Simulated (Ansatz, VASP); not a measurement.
H: VASP beside Ansatz

```xyz
4
Lattice="3.8401 0.0000 0.0000 -1.9201 3.3257 0.0208 0.0000 0.0315 5.0467" Properties=species:S:1:pos:R:3 pbc="T T T"
H     0.0000    2.2227    0.9046
H     1.9201    1.1299    3.4210
H     1.9201    1.1345    4.1629
H     0.0000    2.2273    1.6465
```

Change from the starting cell: strain +0.0125 x Voigt [0, 0, 0, 1, 0, 0], atoms carried along.

Alike in both runs: task single point; functional PBEsol; k mesh 9 × 9 × 6; occupations gaussian, width 0.05 eV; no spin polarisation.

```csv
,VASP,Ansatz
version,VASP 6.6.1,Ansatz 0.2.0
potentials or method,"VASP PAW PBE potentials, release 64 (H), cutoff 500 eV","scalar-relativistic, plane waves, PAW"
valence electrons in the cell,4,4
```

VASP gave:

| Quantity | Value |
| --- | --- |
| gap on the k mesh at the Fermi level (eV) | 9.32 |
| least direct gap on the mesh (eV) | 9.32 |
| pressure (GPa) | 0.6 |
| traceless stress, the component that is largest in VASP (GPa) | 1.45 |
| rms of the force components (eV/Å) | 0.351 |

Problem. Which values does Ansatz return?

Solution. gap on the k mesh at the Fermi level (eV): 9.32; least direct gap on the mesh (eV): 9.32; pressure (GPa): 0.7; traceless stress, the component that is largest in VASP (GPa): 1.48; rms of the force components (eV/Å): 0.349.

VASP's potentials were made for PBE, not for PBEsol. Atom by atom the forces differ by 0.002 eV/Å (rms over components). With one functional, cell and mesh, what is left measures potentials, basis and numerics.
